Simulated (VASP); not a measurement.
Wanted: the native input for a VASP 6.6.1 run.

```yaml
Task: single point
Functional: PBEsol
Potentials_or_basis: VASP PAW PBE potentials, release 64 (Ti_sv, O)
Cutoff: 520 eV
k_mesh: 9 × 9 × 9
Occupations: fermi-dirac, width 0.05 eV
Spin: no spin polarisation
Dipole_correction: no
Further_INCAR_settings: ALGO = Normal; EDIFF = 1e-07; NBANDS = 39
```

The structure of Ti3O4 lies in POSCAR:

```
Ti3O4
1.0
   -2.0659088900      2.0659088900      4.0891339800
    2.0659088900     -2.0659088900      4.0891339800
    2.0659088900      2.0659088900     -4.0891339800
Ti O
3 4
Direct
    0.7500000000      0.2500000000      0.5000000000
    0.5000000000      0.5000000000      0.0000000000
    0.2500000000      0.7500000000      0.5000000000
    0.7558848600      0.7558848600      0.0000000000
    0.5000000000      0.0000000000      0.5000000000
    0.2441151400      0.2441151400      0.0000000000
    0.0000000000      0.5000000000      0.5000000000
```

These files were run (other wordings do the same):

INCAR

```
SYSTEM = Ti3O4
PREC = Accurate ; ENCUT = 520
EDIFF = 1E-7 ; ISMEAR = -1
SIGMA = 0.05 ; LREAL = .False.
LASPH = .True. ; NELM = 60
ALGO = Normal ; ISIF = 2
LWAVE = .False. ; LCHARG = .True.
GGA = PS ; LELF = .True.
LVHAR = .True. ; NBANDS = 39
```

KPOINTS

```
regular mesh
0
Gamma
  9 9 9
  0 0 0
```

Potentials or basis: VASP PAW PBE potentials, release 64 (Ti_sv, O).

Run with:

```console
$ cat potpaw_PBE.64/Ti_sv/POTCAR potpaw_PBE.64/O/POTCAR > POTCAR
$ mpirun -np 1 vasp_std > vasp.out
```

Results of the run:

```
Pressure               : -5.0 GPa
Largest force          : 0.011 eV/Å
Band gap on the k mesh : zero (bands 30 and 31 overlap by 3.21 eV)
```

Caveat: the cell stands under tension; the PAW data sets were made with another functional, which shifts forces and pressure a little; semilocal functionals often make such compounds metallic where correlation or magnetic order opens a gap, which also shifts bond lengths.

It took 9.6 min on 1 thread of Intel(R) Xeon(R) Platinum 8375C CPU @ 2.90GHz (Ice Lake) (shared host), peak memory 0.33 GiB.
